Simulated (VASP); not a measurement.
# Ir (P6_3/mmc) in VASP: notebook

Runs on Ir. Level: PBE. Tasks: single point.

Everything below comes from runs of VASP 6.6.1. Logs are shortened: lines on timing, memory, paths and dates and some standing lists are left out, and cuts for length are marked.

## (1) The cell of the first run

The structure is hexagonal, space group P6_3/mmc (No. 194). Conventional cell: a = 2.940 Å, b = 2.940 Å, c = 4.527 Å, α = 90.00°, β = 90.00°, γ = 120.00°. Within 3.7 Å of Ir (site symmetry -6m2) lie 12 Ir at 2.83 to 2.94 Å.

This isn't the form of Ir at room conditions, which is fcc.

## (2) Single point, PBE

The input, INCAR:

```
SYSTEM = Ir
ALGO = Normal ; EDIFF = 1E-6
ENCUT = 520 ; GGA = PE
ISIF = 2 ; ISMEAR = 0
LASPH = .TRUE. ; LCHARG = .TRUE.
LELF = .TRUE. ; LREAL = .FALSE.
LVHAR = .TRUE. ; LWAVE = .FALSE.
NBANDS = 16 ; NELM = 60
PREC = Accurate ; SIGMA = 0.15
```

The input, KPOINTS:

```
k-points
0
G
  18 18 10
  0 0 0
```

The input, POSCAR:

```
Ir
1.0
    2.9402000000      0.0000000000      0.0000000000
   -1.4701000000      2.5462878922      0.0000000000
    0.0000000000      0.0000000000      4.5272000000
Ir
2
Direct
    0.6666666667      0.3333333333      0.7500000000
    0.3333333333      0.6666666667      0.2500000000
```

Potentials or basis: VASP PAW PBE potentials, release 64 (Ir).

The run is started by

```console
cat potpaw_PBE.64/Ir/POTCAR > POTCAR
mpirun -np 1 vasp_std > vasp.out
```

OUTCAR:

```text
SYSTEM = Ir
   EDIFF = 1E-6
   ENCUT = 520
   GGA = PE
   ISIF = 2
   ISMEAR = 0
   LASPH = .TRUE.
   LREAL = .FALSE.
   NELM = 60
   PREC = Accurate

 ion  position               nearest neighbor table
   1  0.667  0.333  0.750-   2 2.83   2 2.83   2 2.83   2 2.83   2 2.83   2 2.83
   2  0.333  0.667  0.250-   1 2.83   1 2.83   1 2.83   1 2.83   1 2.83   1 2.83

  LATTYP: Found a hexagonal cell.
 ALAT       =     2.9402000000
 C/A-ratio  =     1.5397592001

  Lattice vectors:

 A1 = (   2.9402000000,   0.0000000000,   0.0000000000)
 A2 = (  -1.4701000000,   2.5462878922,   0.0000000000)
 A3 = (   0.0000000000,   0.0000000000,   4.5272000000)

Analysis of symmetry for initial positions (statically):
=====================================================================
 Subroutine PRICEL returns:
 Original cell was already a primitive cell.

 Routine SETGRP: Setting up the symmetry group for a
 hexagonal supercell.

 Subroutine GETGRP returns: Found 24 space group operations
 (whereof 12 operations were pure point group operations)
 out of a pool of 24 trial point group operations.

The static configuration has the point symmetry D_3d.
 The point group associated with its full space group is D_6h.

Analysis of symmetry for dynamics (positions and initial velocities):
=====================================================================
 Subroutine PRICEL returns:
 Original cell was already a primitive cell.

 Routine SETGRP: Setting up the symmetry group for a
 hexagonal supercell.

 Subroutine GETGRP returns: Found 24 space group operations
 (whereof 12 operations were pure point group operations)
 out of a pool of 24 trial point group operations.

The dynamic configuration has the point symmetry D_3d.
 The point group associated with its full space group is D_6h.

 Subroutine INISYM returns: Found 24 space group operations
 (whereof 12 operations are pure point group operations),
 and found     1 'primitive' translations

----------------------------------------------------------------------------------------

                                     Primitive cell

  volume of cell :      33.8933

  direct lattice vectors                    reciprocal lattice vectors
     2.940200000  0.000000000  0.000000000     0.340112917  0.196364284  0.000000000
    -1.470100000  2.546287892  0.000000000     0.000000000  0.392728569  0.000000000
     0.000000000  0.000000000  4.527200000     0.000000000  0.000000000  0.220887083

  length of vectors
     2.940200000  2.940200000  4.527200000     0.392728569  0.392728569  0.220887083

  position of ions in fractional coordinates (direct lattice)
[... 77 lines left out ...]
   ENCUT  =  520.0 eV  38.22 Ry    6.18 a.u.   5.47  5.47  8.42*2*pi/ulx,y,z
   NELM   =     60;   NELMIN=  2; NELMDL= -5     # of ELM steps
   EDIFF  = 0.1E-05   stopping-criterion for ELM
   LREAL  =      F    real-space projection
   EDIFFG = 0.1E-04   stopping-criterion for IOM
   NSW    =      0    number of steps for IOM
   IBRION =     -1    ionic relax: 0-MD 1-quasi-New 2-CG
   NFREE  =      0    steps in history (QN), initial steepest desc. (CG)
   ISIF   =      2    stress and relaxation
   ISYM   =      2    0-nonsym 1-usesym 2-fastsym
   POTIM  = 0.5000    time-step for ionic-motion
   TEBEG  =    0.0;   TEEND  =   0.0 temperature during run
   PSTRESS=    0.0 pullay stress
   NELECT =      18.0000    total number of electrons
   NUPDOWN=      -1.0000    fix difference up-down
   EMIN   =  10.00;   EMAX   =-10.00  energy-range for DOS
   EFERMI =   0.00;   METHOD = LEGACY
   ISMEAR =     0;   SIGMA  =   0.15  broadening in eV -4-tet -1-fermi 0-gaus
   EFERMI_NEDOS =   21; number of points for ismear=-14 and -15
   IALGO  =     38    algorithm
   IMIX   =      4    mixing-type and parameters
     AMIX     =   0.40;   BMIX     =  1.00
     AMIX_MAG =   1.60;   BMIX_MAG =  1.00
  volume/ion in A,a.u.               =      16.95       114.36
  Fermi-wavevector in a.u.,A,eV,Ry     =   1.325748  2.505300 23.913705  1.757608
  Thomas-Fermi vector in A             =   2.455186
   LORBIT       =      0    0 simple, 1 ext, 2 COOP (PROOUT), +10 PAW based schemes
   GGA     = PE    functional components
   LHFCALC =     F    Hartree Fock is set to
   AEXX    =    0.0000 exact exchange contribution
   IVDW    =     0    specifies the selected vdW correction
   LEPSILON=     F    determine dielectric tensor
   LRPA    =     F    only Hartree local field effects (RPA)
 non-spin polarized calculation
 Gauss-broadening in eV      SIGMA  =   0.15
  energy-cutoff  :      520.00
  volume of cell :       33.89
 maximum number of plane-waves:       941
 NGX is ok and might be reduce to    24
   NGX = 11   NGY = 11   NGZ = 17

 number of electron      18.0000002 magnetization

 Free energy of the ion-electron system (eV)
  ---------------------------------------------------
  ext. energy  EPLUGINS =         0.00000000
  ---------------------------------------------------
  free energy    TOTEN  =       -16.94134186 eV

  energy without entropy =      -16.90135527  energy(sigma->0) =      -16.92134857

 E-fermi :   7.6533     XC(G=0): -12.9282

 val. band max:        7.6511859570   @ k =   0.1667   0.1667   0.5000
 cond. band min:       7.6534601389   @ k =   0.1667   0.0000   0.5000
 fundamental gap:      0.0022741819
 Fermi energy:         7.6533470082

 k-point     1 :       0.0000    0.0000    0.0000
  band No.  band energies     occupation
      1      -1.7453      2.00000
      2       1.3202      2.00000
      3       4.7190      2.00000
      4       4.7190      2.00000
      5       5.0420      2.00000
      6       5.2963      2.00000
[... 433 lines left out ...]
      3       2.4558      2.00000
      4       4.1988      2.00000
      5       4.3653      2.00000
      6       5.0718      2.00000
[... 8 lines left out ...]
     15      17.1992      0.00000
     16      19.2427      0.00000

 [... further k-points ...]
[... 5 lines left out ...]
  --------------------------------------------------------------------------------------
  -------------------------------------------------------------------------------------
  Total       -7.7056526     -7.7056526     -6.2081069      0.0000000      0.0000000      0.0000000
  in kB     -364.2553599   -364.2553599   -293.4645921      0.0000000      0.0000000      0.0000000
  external PRESSURE =    -340.6584373 kB  Pullay stress =       0.0000000 kB

 VOLUME and BASIS-vectors are now :
 -----------------------------------------------------------------------------
  energy-cutoff  :      520.00
  volume of cell :       33.89
      direct lattice vectors                 reciprocal lattice vectors
     2.940200000  0.000000000  0.000000000     0.340112917  0.196364284  0.000000000
    -1.470100000  2.546287892  0.000000000     0.000000000  0.392728569  0.000000000
     0.000000000  0.000000000  4.527200000     0.000000000  0.000000000  0.220887083

 POSITION                                       TOTAL-FORCE (eV/Angst)
 -----------------------------------------------------------------------------------
      1.47010      0.84876      3.39540        -0.000000     -0.000000      0.000000
     -0.00000      1.69753      1.13180         0.000000      0.000000      0.000000
 -----------------------------------------------------------------------------------
    total drift:                               -0.000000      0.000000     -0.000000

  FREE ENERGIE OF THE ION-ELECTRON SYSTEM (eV)
  ---------------------------------------------------
  free  energy   TOTEN  =       -16.9413418646 eV

  energy  without entropy=      -16.9013552670  energy(sigma->0) =      -16.92134857
```

stdout:

```text
POSCAR found type information on POSCAR Ir
 POSCAR found :  1 types and       2 ions
 scaLAPACK will be used
 LDA part: xc-table for (Slater+PW92), standard interpolation
 POSCAR, INCAR and KPOINTS ok, starting setup
 FFT: planning ... GRIDC
 FFT: planning ... GRID_SOFT
 FFT: planning ... GRID
 WAVECAR not read
 entering main loop
```

It took 52 s on 1 thread of Intel Xeon Platinum 8488C (Sapphire Rapids), shared host; peak memory 0.23 GiB.

What came out:

```
Free energy            : -16.9413 eV
Pressure               : -34.1 GPa
Band gap on the k mesh : zero (bands 9 and 10 overlap by 2.38 eV)
```

Stress tensor (GPa, compression positive):
```
-36.43   0.00   0.00
  0.00 -36.43   0.00
  0.00   0.00 -29.35
```

Caveat: the stress differs along the axes, from -36 to -29 GPa; spin-orbit coupling is left out, which moves the levels of the heavy elements.

## (3) Single point, PBE

This run uses another cell than the first one, of 17.22 Å³/atom.

The input, INCAR:

```
PREC = Accurate
ENCUT = 520
EDIFF = 1E-6
ISMEAR = 0
SIGMA = 0.15
LREAL = F
LASPH = T
NELM = 80
ALGO = Normal
ISIF = 2
LWAVE = F
LCHARG = F
GGA = PE
NBANDS = 16
```

The input, KPOINTS:

```
Automatic mesh
0
Gamma
  18 18 10
```

POSCAR, as its differences from that of step 2:

```diff
@@ -4,3 +4,3 @@
    -1.4701000000      2.5462878922      0.0000000000
-    0.0000000000      0.0000000000      4.5272000000
+    0.0000000000      0.0000000000      4.6014000000
 Ir
```

Potentials or basis: VASP PAW PBE potentials, release 64 (Ir).

The run is started by

```console
cat potpaw_PBE.64/Ir/POTCAR > POTCAR
mpirun -np 1 vasp_std > vasp.out
```

Run time: 62 s. Hardware: 1 thread of Intel Xeon Platinum 8488C (Sapphire Rapids), shared host; peak memory 0.23 GiB.

It converged, with:

```
Free energy            : -16.8318 eV
Pressure               : -36.7 GPa
Band gap on the k mesh : zero (bands 9 and 10 overlap by 2.37 eV)
```

Stress tensor (GPa, compression positive):
```
-38.05   0.00   0.00
  0.00 -38.05   0.00
  0.00   0.00 -33.90
```

Levels at points of the mesh, in eV from the Fermi level:
| k point | band 6 | band 7 | band 8 | band 9 | band 10 | band 11 | band 12 | band 13 |
| --- | --- | --- | --- | --- | --- | --- | --- | --- |
| (0.00, 0.00, 0.00) | -2.31 | -2.31 | -2.00 | -2.00 | 0.04 | 0.17 | 0.17 | 5.85 |
| (0.50, 0.00, 0.00) | -2.51 | -2.06 | 0.28 | 0.64 | 0.75 | 2.19 | 3.29 | 7.38 |
| (0.00, 0.00, 0.50) | -3.02 | -3.02 | -3.02 | -0.38 | -0.38 | -0.38 | -0.38 | 13.31 |
| (0.50, 0.00, 0.50) | -1.69 | -0.61 | -0.61 | 0.51 | 0.51 | 1.73 | 1.73 | 5.94 |

Caveat: the cell stands under tension; spin-orbit coupling is left out, which moves the levels of the heavy elements.

## (4) Single point, PBE

This run uses another cell than the first one, of 17.50 Å³/atom.

The input, INCAR:

```
SYSTEM = Ir
ALGO = Normal
EDIFF = 1E-7
ENCUT = 520
GGA = PE
ISIF = 2
ISMEAR = 0
LASPH = .TRUE.
LCHARG = .TRUE.
LELF = .TRUE.
LREAL = .FALSE.
LVHAR = .TRUE.
LWAVE = .FALSE.
NBANDS = 16
NELM = 80
PREC = Accurate
SIGMA = 0.15
```

The input, KPOINTS:

```
k-points
0
G
  18 18 10
  0 0 0
```

POSCAR, as its differences from that of step 3:

```diff
@@ -4,3 +4,3 @@
    -1.4701000000      2.5462878922      0.0000000000
-    0.0000000000      0.0000000000      4.6014000000
+    0.0000000000      0.0000000000      4.6756000000
 Ir
```

The run is started by

```console
cat potpaw_PBE.64/Ir/POTCAR > POTCAR
mpirun -np 1 vasp_std > vasp.out
```

It took 56 s on 1 thread of Intel Xeon Platinum 8488C (Sapphire Rapids), shared host; peak memory 0.24 GiB.

It converged, with:

```
Free energy            : -16.7075 eV
Pressure               : -38.8 GPa
Band gap on the k mesh : zero (bands 9 and 10 overlap by 2.36 eV)
```

Stress tensor (GPa, compression positive):
```
-39.31   0.00   0.00
  0.00 -39.31   0.00
  0.00   0.00 -37.79
```

Levels at points of the mesh, in eV from the Fermi level:
```tsv
k point	band 5	band 6	band 7	band 8	band 9	band 10	band 11	band 12	band 13	band 14
(0.00, 0.00, 0.00)	-2.70	-2.26	-2.26	-1.84	-1.84	-0.04	0.18	0.18	5.54	14.28
(0.50, 0.00, 0.00)	-2.56	-2.49	-2.08	0.36	0.68	0.69	2.21	3.32	7.22	8.97
(0.00, 0.00, 0.50)	-2.89	-2.89	-2.89	-2.89	-0.37	-0.37	-0.37	-0.37	13.00	13.00
(0.50, 0.00, 0.50)	-1.58	-1.58	-0.56	-0.56	0.55	0.55	1.74	1.74	5.86	5.86
```

Caveat: the cell stands under tension; spin-orbit coupling is left out, which moves the levels of the heavy elements.

## (5) The runs side by side

```csv
cell,gap on the mesh (eV),pressure (GPa)
"a = 2.940, b = 2.940, c = 4.527 Å, angles 90.0, 90.0, 120.0°, 2 atoms",none,-34.1
"a = 2.940, b = 2.940, c = 4.601 Å, angles 90.0, 90.0, 120.0°, 2 atoms",none,-36.7
"a = 2.940, b = 2.940, c = 4.676 Å, angles 90.0, 90.0, 120.0°, 2 atoms",none,-38.8
```

Alike in all rows: task single point; level PBE; potentials or basis VASP PAW PBE potentials, release 64 (Ir); no spin polarisation; k mesh 18 × 18 × 10; cutoff (eV) 520; smearing gaussian 0.15 eV.

Caveats: spin-orbit coupling is left out, which moves the levels of the heavy elements; the cell stands under tension (at least some runs); the stress differs along the axes, from -36 to -29 GPa (at least some runs).

Absolute energies hang on the potentials; compare differences alone.
